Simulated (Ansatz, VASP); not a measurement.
# Two plane-wave programs on AlCo

```
Al Co
1.0
     0.00000   -2.82259    0.00000
     0.00000    0.00000   -2.82259
     8.96776    0.00000    0.00000
Al Co
3 3
Cartesian
  2.1168 -2.8226 -2.8226
  4.9394 -2.8226 -2.8226
  7.7620 -2.8226 -2.8226
  0.7055 -1.4113 -1.4113
  3.5281 -1.4113 -1.4113
  6.3507 -1.4113 -1.4113
```

Alike in both runs: task single point; functional PBEsol; k mesh 21 × 21 × 7; occupations gaussian, width 0.15 eV; no spin polarisation.

```csv
,VASP,Ansatz
version,VASP 6.6.1,Ansatz 0.2.0
potentials or method,"VASP PAW PBE potentials, release 64 (Al, Co), cutoff 520 eV","scalar-relativistic, plane waves, PAW"
valence electrons in the cell,36,60
```

|  | VASP | Ansatz | Ansatz less VASP |
| --- | --- | --- | --- |
| gap on the k mesh at the Fermi level (eV) | none | none | - |
| pressure (GPa) | -6.1 | -6.2 | -0.09 |
| traceless stress, the component that is largest in VASP (GPa) | -2.03 | -1.99 | +0.037 |
| rms of the force components (eV/Å) | 0.536 | 0.535 | -0.0001 |

VASP's potentials were made for PBE, not for PBEsol. Atom by atom the forces differ by 0.002 eV/Å (rms over components). A gap of «none» marks a metal or a gap that the smearing closes. VASP's potentials hold 36 valence electrons a cell and Ansatz's 60, so a difference there can come from the potentials and not from the codes.
